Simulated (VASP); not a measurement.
# MgS: single point with PBE0

MgS:

```
S Mg
1.0
     0.00000    2.65268    2.65268
     2.65268    0.00000    2.65268
     2.65268    2.65268    0.00000
S Mg
1 1
Direct
  0.50000 0.50000 0.50000
  0.00000 0.00000 0.00000
```

| Item | Value |
| --- | --- |
| Program | VASP 6.6.1 |
| Task | single point |
| Functional | PBE0 |
| Potentials or basis | VASP PAW PBE potentials, release 64 (S, Mg_sv) |
| Cutoff | 620 eV |
| k mesh | 4 × 4 × 4 |
| Occupations | fermi-dirac, width 0.05 eV |
| Spin | no spin polarisation |
| Dipole correction | no |
| Grid for exact exchange (PRECFOCK) | Normal |
| Further INCAR settings | ALGO = Normal; EDIFF = 1e-06; NBANDS = 15 |
| Share of exact exchange | 0.25 |

| Item | Value |
| --- | --- |
| Pressure | -4.4 GPa |
| Band gap on the k mesh | 4.44 eV (least direct gap 5.13 eV) |

Levels at points of the mesh, in eV from the valence-band top:
```csv
k point,band 4,band 5,band 6,band 7,band 8,band 9,band 10,band 11,band 12,band 13
"(0.00, 0.00, 0.00)",-44.69,-13.65,0.00,0.00,0.00,5.13,9.89,9.89,9.89,12.39
"(0.50, 0.00, 0.00)",-44.69,-12.36,-4.97,-0.58,-0.58,6.22,8.76,8.76,11.83,13.93
"(0.50, 0.50, 0.00)",-44.69,-12.00,-4.30,-1.71,-1.71,4.44,6.24,13.72,14.95,15.13
```

It took 2.8 min on 1 thread of AMD EPYC 9R45 96-Core Processor (Zen 5), with other jobs on the host, peak memory 0.14 GiB.

Caveat: the k points lie up to 0.51 Å⁻¹ apart; the PAW data sets were made with another functional, which shifts forces and pressure a little. A k mesh can miss the band edges.
